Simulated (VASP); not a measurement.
# SmNbS3 (Pm-3m) in VASP: notebook

The runs below take SmNbS3 through single point, with PBE.

Everything below comes from runs of VASP 6.6.1. Logs are shortened: lines on timing, memory, paths and dates and some standing lists are left out, and cuts for length are marked.

## (1) The cell of the first run

It takes space group Pm-3m (No. 221, cubic). The conventional cell has a = 4.688 Å, b = 4.688 Å, c = 4.688 Å, α = 90.00°, β = 90.00°, γ = 90.00°. Sm (site symmetry m-3m) has 12 S at 3.32 Å and 8 Nb at 4.06 Å within 4.4 Å. Within 3.1 Å of Nb (site symmetry m-3m) lie 6 S at 2.34 Å. Within 3.1 Å of S (site symmetry 4/mmm) lie 2 Nb at 2.34 Å.

The cell was built from a structure type or drawn by symmetry, and may not be a known phase.

## (2) Single point, PBE

INCAR reads:

```
ALGO = Normal
EDIFF = 1E-6
ENCUT = 500
GGA = PE
GGA_COMPAT = F
ISIF = 2
ISMEAR = 0
LASPH = T
LCHARG = T
LELF = T
LMAXMIX = 6
LREAL = F
LVHAR = T
LWAVE = F
NBANDS = 29
NELM = 200
PREC = Accurate
SIGMA = 0.1
```

KPOINTS reads:

```
k-points
0
Gamma
  4 4 4
```

POSCAR reads:

```
SmNbS3
1.0
    4.6881812300      0.0000000000      0.0000000000
    0.0000000000      4.6881812300      0.0000000000
    0.0000000000      0.0000000000      4.6881812300
Sm Nb S
1 1 3
Direct
    0.0000000000      0.0000000000      0.0000000000
    0.5000000000      0.5000000000      0.5000000000
    0.0000000000      0.5000000000      0.5000000000
    0.5000000000      0.0000000000      0.5000000000
    0.5000000000      0.5000000000      0.0000000000
```

Potentials or basis: VASP PAW PBE potentials, release 64 (Sm_3, Nb_sv, S), 4f in core.

Command:

```
$ cat potpaw_PBE.64/Sm_3/POTCAR potpaw_PBE.64/Nb_sv/POTCAR potpaw_PBE.64/S/POTCAR > POTCAR
$ mpirun -np 1 vasp_std > vasp.out
```

OUTCAR:

```text
EDIFF = 1E-6
   ENCUT = 500
   GGA = PE
   ISIF = 2
   ISMEAR = 0
   LASPH = T
   LREAL = F
   NELM = 200
   PREC = Accurate

 ion  position               nearest neighbor table
   1  0.000  0.000  0.000-
   2  0.500  0.500  0.500-   3 2.34   4 2.34   5 2.34   5 2.34   4 2.34   3 2.34
   3  0.000  0.500  0.500-   2 2.34   2 2.34
   4  0.500  0.000  0.500-   2 2.34   2 2.34
   5  0.500  0.500  0.000-   2 2.34   2 2.34

  LATTYP: Found a simple cubic cell.
 ALAT       =     4.6881812300

  Lattice vectors:

 A1 = (   4.6881812300,   0.0000000000,   0.0000000000)
 A2 = (   0.0000000000,   4.6881812300,   0.0000000000)
 A3 = (   0.0000000000,   0.0000000000,   4.6881812300)

Analysis of symmetry for initial positions (statically):
=====================================================================
 Subroutine PRICEL returns:
 Original cell was already a primitive cell.

 Routine SETGRP: Setting up the symmetry group for a
 simple cubic supercell.

 Subroutine GETGRP returns: Found 48 space group operations
 (whereof 48 operations were pure point group operations)
 out of a pool of 48 trial point group operations.

The static configuration has the point symmetry O_h .

Analysis of symmetry for dynamics (positions and initial velocities):
=====================================================================
 Subroutine PRICEL returns:
 Original cell was already a primitive cell.

 Routine SETGRP: Setting up the symmetry group for a
 simple cubic supercell.

 Subroutine GETGRP returns: Found 48 space group operations
 (whereof 48 operations were pure point group operations)
 out of a pool of 48 trial point group operations.

The dynamic configuration has the point symmetry O_h .

 Subroutine INISYM returns: Found 48 space group operations
 (whereof 48 operations are pure point group operations),
 and found     1 'primitive' translations

----------------------------------------------------------------------------------------

                                     Primitive cell

  volume of cell :     103.0417

  direct lattice vectors                    reciprocal lattice vectors
     4.688181230  0.000000000  0.000000000     0.213302334  0.000000000  0.000000000
     0.000000000  4.688181230  0.000000000     0.000000000  0.213302334  0.000000000
     0.000000000  0.000000000  4.688181230     0.000000000  0.000000000  0.213302334

  length of vectors
     4.688181230  4.688181230  4.688181230     0.213302334  0.213302334  0.213302334

  position of ions in fractional coordinates (direct lattice)
     0.000000000  0.000000000  0.000000000
     0.500000000  0.500000000  0.500000000
     0.000000000  0.500000000  0.500000000
     0.500000000  0.000000000  0.500000000
     0.500000000  0.500000000  0.000000000

  ion indices of the primitive-cell ions
   primitive index   ion index
                 1           1
                 2           2
                 3           3
                 4           4
                 5           5

----------------------------------------------------------------------------------------

 KPOINTS: k-points

Automatic generation of k-mesh.
 Grid dimensions read from file:
 generate k-points for:    4    4    4

 Generating k-lattice:

  Cartesian coordinates                     Fractional coordinates (reciprocal lattice)
     0.053325584  0.000000000  0.000000000     0.250000000  0.000000000  0.000000000
     0.000000000  0.053325584  0.000000000     0.000000000  0.250000000  0.000000000
     0.000000000  0.000000000  0.053325584     0.000000000  0.000000000  0.250000000

  Length of vectors
     0.053325584  0.053325584  0.053325584

  Shift w.r.t. Gamma in fractional coordinates (k-lattice)
     0.000000000  0.000000000  0.000000000

 Subroutine IBZKPT returns following result:
 ===========================================

 Found     10 irreducible k-points:

 Following reciprocal coordinates:
            Coordinates               Weight
  0.000000  0.000000  0.000000      1.000000
  0.250000  0.000000  0.000000      6.000000
  0.500000  0.000000  0.000000      3.000000
  0.250000  0.250000  0.000000     12.000000
  0.500000  0.250000  0.000000     12.000000
  0.500000  0.500000  0.000000      3.000000
  0.250000  0.250000  0.250000      8.000000
  0.500000  0.250000  0.250000     12.000000
  0.500000  0.500000  0.250000      6.000000
  0.500000  0.500000  0.500000      1.000000
   k-points           NKPTS =     10   k-points in BZ     NKDIM =     10   number of bands    NBANDS=     29
   number of dos      NEDOS =    301   number of ions     NIONS =      5
   total plane-waves  NPLWV =  46656
   dimension x,y,z NGX =    36 NGY =   36 NGZ =   36
   dimension x,y,z NGXF=    72 NGYF=   72 NGZF=   72
   ions per type =               1   1   3
   NGX,Y,Z   is equivalent  to a cutoff of  12.77, 12.77, 12.77 a.u.
   NGXF,Y,Z  is equivalent  to a cutoff of  25.53, 25.53, 25.53 a.u.
 SYSTEM =  unknown system
   PREC   = accura    normal or accurate (medium, high low for compatibility)
   ISTART =      0    job   : 0-new  1-cont  2-samecut
   ICHARG =      2    charge: 1-file 2-atom 10-const
   ISPIN  =      1    spin polarized calculation?
   LNONCOLLINEAR =      F non collinear calculations
   LSORBIT =      F    spin-orbit coupling
   LASPH  =      T    aspherical Exc in radial PAW
   ENCUT  =  500.0 eV  36.75 Ry    6.06 a.u.   8.55  8.55  8.55*2*pi/ulx,y,z
   NELM   =    200;   NELMIN=  2; NELMDL= -5     # of ELM steps
   EDIFF  = 0.1E-05   stopping-criterion for ELM
   LREAL  =      F    real-space projection
   EDIFFG = 0.1E-04   stopping-criterion for IOM
   NSW    =      0    number of steps for IOM
   IBRION =     -1    ionic relax: 0-MD 1-quasi-New 2-CG
   NFREE  =      0    steps in history (QN), initial steepest desc. (CG)
   ISIF   =      2    stress and relaxation
   ISYM   =      2    0-nonsym 1-usesym 2-fastsym
   POTIM  = 0.5000    time-step for ionic-motion
   TEBEG  =    0.0;   TEEND  =   0.0 temperature during run
   PSTRESS=    0.0 pullay stress
   NELECT =      42.0000    total number of electrons
   NUPDOWN=      -1.0000    fix difference up-down
   EMIN   =  10.00;   EMAX   =-10.00  energy-range for DOS
   EFERMI =   0.00;   METHOD = LEGACY
   ISMEAR =     0;   SIGMA  =   0.10  broadening in eV -4-tet -1-fermi 0-gaus
   EFERMI_NEDOS =   21; number of points for ismear=-14 and -15
   IALGO  =     38    algorithm
   IMIX   =      4    mixing-type and parameters
     AMIX     =   0.40;   BMIX     =  1.00
     AMIX_MAG =   1.60;   BMIX_MAG =  1.00
  volume/ion in A,a.u.               =      20.61       139.07
  Fermi-wavevector in a.u.,A,eV,Ry     =   1.213818  2.293783 20.046197  1.473354
  Thomas-Fermi vector in A             =   2.349258
   LORBIT       =      0    0 simple, 1 ext, 2 COOP (PROOUT), +10 PAW based schemes
   GGA     = PE    functional components
   LHFCALC =     F    Hartree Fock is set to
   AEXX    =    0.0000 exact exchange contribution
   IVDW    =     0    specifies the selected vdW correction
   LEPSILON=     F    determine dielectric tensor
   LRPA    =     F    only Hartree local field effects (RPA)
 non-spin polarized calculation
 Gauss-broadening in eV      SIGMA  =   0.10
  energy-cutoff  :      500.00
  volume of cell :      103.04
 maximum number of plane-waves:      2624
 NGX is ok and might be reduce to    36
   NGX = 17   NGY = 17   NGZ = 17

 number of electron      42.0000006 magnetization

 Free energy of the ion-electron system (eV)
  ---------------------------------------------------
  ext. energy  EPLUGINS =         0.00000000
  ---------------------------------------------------
  free energy    TOTEN  =       -32.20626874 eV

  energy without entropy =      -32.17017380  energy(sigma->0) =      -32.18822127

 E-fermi :   7.2838     XC(G=0): -10.4859

 val. band max:        7.2741514983   @ k =   0.5000   0.2500   0.0000
 cond. band min:       7.3870759230   @ k =   0.2500   0.2500   0.2500
 fundamental gap:      0.1129244247
 Fermi energy:         7.2838329755

 k-point     1 :       0.0000    0.0000    0.0000
  band No.  band energies     occupation
      1     -48.5432      2.00000
      2     -35.9318      2.00000
      3     -24.7514      2.00000
      4     -24.7514      2.00000
      5     -24.7514      2.00000
      6     -15.1806      2.00000
[... 21 lines left out ...]
     28       8.6533      0.00000
     29       8.6980      0.00000

 k-point     2 :       0.2500    0.0000    0.0000
  band No.  band energies     occupation
      1     -48.5429      2.00000
      2     -35.9313      2.00000
      3     -24.7640      2.00000
      4     -24.7511      2.00000
      5     -24.7511      2.00000
      6     -15.2055      2.00000
[... 21 lines left out ...]
     28       9.2330      0.00000
     29       9.3711      0.00000

 k-point     3 :       0.5000    0.0000    0.0000
  band No.  band energies     occupation
      1     -48.5427      2.00000
      2     -35.9310      2.00000
      3     -24.7766      2.00000
      4     -24.7507      2.00000
      5     -24.7507      2.00000
      6     -15.2300      2.00000
[... 21 lines left out ...]
     28      10.0415      0.00000
     29      10.2064      0.00000

 k-point     4 :       0.2500    0.2500    0.0000
  band No.  band energies     occupation
      1     -48.5427      2.00000
      2     -35.9309      2.00000
      3     -24.7638      2.00000
      4     -24.7637      2.00000
      5     -24.7507      2.00000
      6     -15.2035      2.00000
[... 21 lines left out ...]
     28       9.2339      0.00000
     29       9.6296      0.00000

 k-point     5 :       0.5000    0.2500    0.0000
  band No.  band energies     occupation
      1     -48.5425      2.00000
      2     -35.9306      2.00000
      3     -24.7764      2.00000
      4     -24.7634      2.00000
      5     -24.7504      2.00000
      6     -15.2236      2.00000
[... 21 lines left out ...]
     28       9.6824      0.00000
     29      10.2530      0.00000

 k-point     6 :       0.5000    0.5000    0.0000
  band No.  band energies     occupation
      1     -48.5423      2.00000
      2     -35.9302      2.00000
      3     -24.7761      2.00000
      4     -24.7761      2.00000
      5     -24.7500      2.00000
      6     -15.2171      2.00000
[... 21 lines left out ...]
     28      10.3933      0.00000
     29      10.3933      0.00000

 k-point     7 :       0.2500    0.2500    0.2500
  band No.  band energies     occupation
      1     -48.5425      2.00000
      2     -35.9306      2.00000
      3     -24.7634      2.00000
      4     -24.7634      2.00000
      5     -24.7634      2.00000
      6     -15.2008      2.00000
[... 21 lines left out ...]
     28       9.9504      0.00000
     29      11.5256      0.00000

 k-point     8 :       0.5000    0.2500    0.2500
  band No.  band energies     occupation
      1     -48.5423      2.00000
      2     -35.9302      2.00000
      3     -24.7760      2.00000
      4     -24.7631      2.00000
      5     -24.7630      2.00000
      6     -15.2184      2.00000
[... 21 lines left out ...]
     28       9.8302      0.00000
     29      10.8318      0.00000

 k-point     9 :       0.5000    0.5000    0.2500
  band No.  band energies     occupation
      1     -48.5421      2.00000
      2     -35.9298      2.00000
      3     -24.7757      2.00000
      4     -24.7757      2.00000
      5     -24.7627      2.00000
      6     -15.2131      2.00000
[... 21 lines left out ...]
     28       9.4187      0.00000
     29      10.1256      0.00000

 k-point    10 :       0.5000    0.5000    0.5000
  band No.  band energies     occupation
      1     -48.5419      2.00000
      2     -35.9294      2.00000
      3     -24.7753      2.00000
      4     -24.7753      2.00000
      5     -24.7753      2.00000
      6     -15.2092      2.00000
[... 21 lines left out ...]
     28       9.1792      0.00000
     29       9.1792      0.00000

------------------------ aborting loop because EDIFF is reached ----------------------------------------

  FORCE on cell =-STRESS in cart. coord.  units (eV):
  Direction    XX          YY          ZZ          XY          YZ          ZX
  --------------------------------------------------------------------------------------
  -------------------------------------------------------------------------------------
  Total        3.7221988      3.7221988      3.7221988     -0.0000000      0.0000000      0.0000000
  in kB       57.8757952     57.8757952     57.8757952     -0.0000000      0.0000000      0.0000000
  external PRESSURE =      57.8757952 kB  Pullay stress =       0.0000000 kB

 VOLUME and BASIS-vectors are now :
 -----------------------------------------------------------------------------
  energy-cutoff  :      500.00
  volume of cell :      103.04
      direct lattice vectors                 reciprocal lattice vectors
     4.688181230  0.000000000  0.000000000     0.213302334  0.000000000  0.000000000
     0.000000000  4.688181230  0.000000000     0.000000000  0.213302334  0.000000000
     0.000000000  0.000000000  4.688181230     0.000000000  0.000000000  0.213302334

 POSITION                                       TOTAL-FORCE (eV/Angst)
 -----------------------------------------------------------------------------------
      0.00000      0.00000      0.00000         0.000000      0.000000      0.000000
      2.34409      2.34409      2.34409         0.000000      0.000000      0.000000
      0.00000      2.34409      2.34409         0.000000      0.000000      0.000000
      2.34409      0.00000      2.34409         0.000000      0.000000      0.000000
      2.34409      2.34409      0.00000         0.000000      0.000000      0.000000
 -----------------------------------------------------------------------------------
    total drift:                                0.000000      0.000000      0.000000

  FREE ENERGIE OF THE ION-ELECTRON SYSTEM (eV)
  ---------------------------------------------------
  free  energy   TOTEN  =       -32.2062687419 eV

  energy  without entropy=      -32.1701737970  energy(sigma->0) =      -32.18822127
```

Run time: 26 s. Hardware: 1 thread of Intel Xeon Platinum 8488C (Sapphire Rapids), shared host; peak memory 0.21 GiB.

Results:

```
Free energy            : -32.2063 eV
Pressure               : 5.8 GPa
Band gap on the k mesh : zero (bands 21 and 22 overlap by 2.65 eV)
```

Caveat: the cell stands under pressure; spin-orbit coupling is left out, which moves the levels of the heavy elements; the 4f electrons are frozen in the core, so they carry no moment and show no levels; the run has no spin polarisation, though such a crystal can be magnetic.

(Continued in part 2 of 2.)
